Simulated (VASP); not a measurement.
# Pt (P6_3/mmc) in VASP: notebook, part 2 of 2

VASP 6.6.1.

## Step 4: Single point, PBEsol (volume scaled by 0.94)

File INCAR:

```
  ALGO = Normal
  EDIFF = 1E-6
  ENCUT = 520
  GGA = PS
  ISIF = 2
  ISMEAR = -1
  LASPH = True
  LCHARG = False
  LREAL = False
  LWAVE = False
  NBANDS = 17
  NELM = 60
  PREC = Accurate
  SIGMA = 0.05
```

File KPOINTS:

```
k-points
0
Gamma
  11 11 6
```

File POSCAR:

```
Pt
1.0
    2.7043096880      0.0000000000      0.0000000000
   -1.3521548440      2.3420008895      0.0000000000
    0.0000000000      0.0000000000      4.6943078975
Pt
2
Direct
    0.3333333333      0.6666666667      0.2500000000
    0.6666666667      0.3333333333      0.7500000000
```

Potentials or basis: VASP PAW PBE potentials, release 64 (Pt).

On the command line:

```
$ cat potpaw_PBE.64/Pt/POTCAR > POTCAR
$ mpirun -np 1 vasp_std > vasp.out
```

OUTCAR:

```text
EDIFF = 1E-6
   ENCUT = 520
   GGA = PS
   ISIF = 2
   ISMEAR = -1
   LASPH = True
   LREAL = False
   NELM = 60
   PREC = Accurate

 ion  position               nearest neighbor table
   1  0.333  0.667  0.250-   2 2.82   2 2.82   2 2.82   2 2.82   2 2.82   2 2.82
   2  0.667  0.333  0.750-   1 2.82   1 2.82   1 2.82   1 2.82   1 2.82   1 2.82

  LATTYP: Found a hexagonal cell.
 ALAT       =     2.7043096880
 C/A-ratio  =     1.7358618054

  Lattice vectors:

[... 666 lines left out ...]

 [... further k-points ...]

------------------------ aborting loop because EDIFF is reached ----------------------------------------

  FORCE on cell =-STRESS in cart. coord.  units (eV):
  Direction    XX          YY          ZZ          XY          YZ          ZX
  --------------------------------------------------------------------------------------
  -------------------------------------------------------------------------------------
  Total        1.2500357      1.2500357      0.4837931      0.0000000      0.0000000      0.0000000
  in kB       67.3624608     67.3624608     26.0708508      0.0000000      0.0000000      0.0000000
  external PRESSURE =      53.5985908 kB  Pullay stress =       0.0000000 kB

 VOLUME and BASIS-vectors are now :
 -----------------------------------------------------------------------------
  energy-cutoff  :      520.00
  volume of cell :       29.73
      direct lattice vectors                 reciprocal lattice vectors
     2.704309688  0.000000000  0.000000000     0.369780134  0.213492660  0.000000000
    -1.352154844  2.342000889  0.000000000     0.000000000  0.426985320  0.000000000
     0.000000000  0.000000000  4.694307897     0.000000000  0.000000000  0.213023948

 POSITION                                       TOTAL-FORCE (eV/Angst)
 -----------------------------------------------------------------------------------
     -0.00000      1.56133      1.17358         0.000000      0.000000      0.000000
      1.35215      0.78067      3.52073        -0.000000      0.000000      0.000000
 -----------------------------------------------------------------------------------
    total drift:                                0.000000     -0.000000      0.000000

  FREE ENERGIE OF THE ION-ELECTRON SYSTEM (eV)
  ---------------------------------------------------
  free  energy   TOTEN  =       -13.7931469795 eV

  energy  without entropy=      -13.7596429003  energy(sigma->0) =      -13.77639494
```

stdout:

```text
POSCAR found type information on POSCAR Pt
 POSCAR found :  1 types and       2 ions
 scaLAPACK will be used
 -----------------------------------------------------------------------------
|                                                                             |
|                                                                             |
|     You enforced a specific xc type in the INCAR file but a different       |
|     I HOPE YOU KNOW WHAT YOU ARE DOING!                                     |
|                                                                             |
 -----------------------------------------------------------------------------

 LDA part: xc-table for (Slater+PW92), standard interpolation
 POSCAR, INCAR and KPOINTS ok, starting setup
 FFT: planning ... GRIDC
 FFT: planning ... GRID_SOFT
 FFT: planning ... GRID
 WAVECAR not read
 entering main loop
```

It took 20 s on 1 thread of Intel Xeon 6975P-C (Granite Rapids), shared host; peak memory 0.15 GiB.

Results:

```yaml
Free_energy: -13.7931 eV
Pressure: 5.4 GPa
Band_gap_on_the_k_mesh: zero (band 10 reaches 11.81 eV, above the bottom of band 11 at 10.48 eV)
```

Caveat: the PAW data sets were made with another functional, which shifts forces and pressure a little; spin-orbit coupling is left out, which moves the levels of the heavy elements.

## Step 5: Single point, PBEsol (volume scaled by 0.96)

File INCAR:

```
SYSTEM = Pt
PREC = Accurate ; ENCUT = 520
EDIFF = 1E-7 ; ISMEAR = -1
SIGMA = 0.05 ; LREAL = .FALSE.
LASPH = .TRUE. ; NELM = 60
ALGO = Fast ; ISIF = 2
LWAVE = .FALSE. ; LCHARG = .FALSE.
GGA = PS ; NBANDS = 17
```

File KPOINTS:

```
Automatic mesh
0
G
  11 11 6
  0 0 0
```

File POSCAR:

```
Pt
1.0
    2.7233547499      0.0000000000      0.0000000000
   -1.3616773750      2.3584943969      0.0000000000
    0.0000000000      0.0000000000      4.7273674930
Pt
2
Direct
    0.3333333333      0.6666666667      0.2500000000
    0.6666666667      0.3333333333      0.7500000000
```

Potentials or basis: VASP PAW PBE potentials, release 64 (Pt).

On the command line:

```
$ cat potpaw_PBE.64/Pt/POTCAR > POTCAR
$ mpirun -np 1 vasp_std > vasp.out
```

OUTCAR:

```text
SYSTEM = Pt
   PREC = Accurate
   ENCUT = 520
   EDIFF = 1E-7
   ISMEAR = -1
   LREAL = .FALSE.
   LASPH = .TRUE.
   NELM = 60
   ISIF = 2
   GGA = PS

 ion  position               nearest neighbor table
   1  0.333  0.667  0.250-   2 2.84   2 2.84   2 2.84   2 2.84   2 2.84   2 2.84
   2  0.667  0.333  0.750-   1 2.84   1 2.84   1 2.84   1 2.84   1 2.84   1 2.84

  LATTYP: Found a hexagonal cell.
 ALAT       =     2.7233547499
 C/A-ratio  =     1.7358618054

  Lattice vectors:
[... 193 lines left out ...]
      4       7.2933      2.00000
      5       7.2933      2.00000
      6       7.6859      2.00000
[... 457 lines left out ...]
      4       6.2971      2.00000
      5       6.9109      2.00000
      6       7.5111      2.00000
[... 9 lines left out ...]
     16      27.5474      0.00000
     17      28.5355      0.00000

 [... further k-points ...]
[... 5 lines left out ...]
  --------------------------------------------------------------------------------------
  -------------------------------------------------------------------------------------
  Total        0.0221051      0.0221051     -0.5519843     -0.0000000     -0.0000000      0.0000000
  in kB        1.1663935      1.1663935    -29.1258670     -0.0000000     -0.0000000      0.0000000
  external PRESSURE =      -8.9310267 kB  Pullay stress =       0.0000000 kB

 VOLUME and BASIS-vectors are now :
 -----------------------------------------------------------------------------
  energy-cutoff  :      520.00
  volume of cell :       30.36
      direct lattice vectors                 reciprocal lattice vectors
     2.723354750  0.000000000  0.000000000     0.367194175  0.211999656  0.000000000
    -1.361677375  2.358494397  0.000000000     0.000000000  0.423999311  0.000000000
     0.000000000  0.000000000  4.727367493     0.000000000  0.000000000  0.211534221

 POSITION                                       TOTAL-FORCE (eV/Angst)
 -----------------------------------------------------------------------------------
     -0.00000      1.57233      1.18184         0.000000      0.000000      0.000000
      1.36168      0.78616      3.54553        -0.000000     -0.000000      0.000000
 -----------------------------------------------------------------------------------
    total drift:                                0.000000     -0.000000      0.000000

  FREE ENERGIE OF THE ION-ELECTRON SYSTEM (eV)
  ---------------------------------------------------
  free  energy   TOTEN  =       -13.8023030235 eV

  energy  without entropy=      -13.7678594593  energy(sigma->0) =      -13.78508124
```

stdout:

```text
POSCAR found type information on POSCAR Pt
 POSCAR found :  1 types and       2 ions
 scaLAPACK will be used
 -----------------------------------------------------------------------------
|                                                                             |
|                                                                             |
|     You enforced a specific xc type in the INCAR file but a different       |
|     I HOPE YOU KNOW WHAT YOU ARE DOING!                                     |
|                                                                             |
 -----------------------------------------------------------------------------

 LDA part: xc-table for (Slater+PW92), standard interpolation
 POSCAR, INCAR and KPOINTS ok, starting setup
 FFT: planning ... GRIDC
 FFT: planning ... GRID_SOFT
 FFT: planning ... GRID
 WAVECAR not read
 entering main loop
```

Wall time 24 s (1 thread of Intel Xeon 6975P-C (Granite Rapids), shared host); peak memory 0.15 GiB.

What came out:

```yaml
Free_energy: -13.8023 eV
Pressure: -0.9 GPa
Band_gap_on_the_k_mesh: zero (band 10 reaches 11.38 eV, above the bottom of band 11 at 10.11 eV)
```

Caveat: the PAW data sets were made with another functional, which shifts forces and pressure a little; spin-orbit coupling is left out, which moves the levels of the heavy elements.

## Step 6: Overview

| level | cell | gap on the mesh (eV) | pressure (GPa) |
| --- | --- | --- | --- |
| r2SCAN | a = 2.779, b = 2.779, c = 4.824 Å, angles 90.0, 90.0, 120.0°, 2 atoms | none | -10.1 |
| r2SCAN | a = 2.797, b = 2.797, c = 4.855 Å, angles 90.0, 90.0, 120.0°, 2 atoms | none | -13.9 |
| PBEsol | a = 2.704, b = 2.704, c = 4.694 Å, angles 90.0, 90.0, 120.0°, 2 atoms | none | 5.4 |
| PBEsol | a = 2.723, b = 2.723, c = 4.727 Å, angles 90.0, 90.0, 120.0°, 2 atoms | none | -0.9 |

Alike in all rows: task single point; potentials or basis VASP PAW PBE potentials, release 64 (Pt); no spin polarisation; k mesh 11 × 11 × 6; cutoff (eV) 520; smearing fermi-dirac 0.05 eV.

Caveats: the PAW data sets were made with another functional, which shifts forces and pressure a little; spin-orbit coupling is left out, which moves the levels of the heavy elements.

Absolute energies hang on the potentials; compare differences alone.
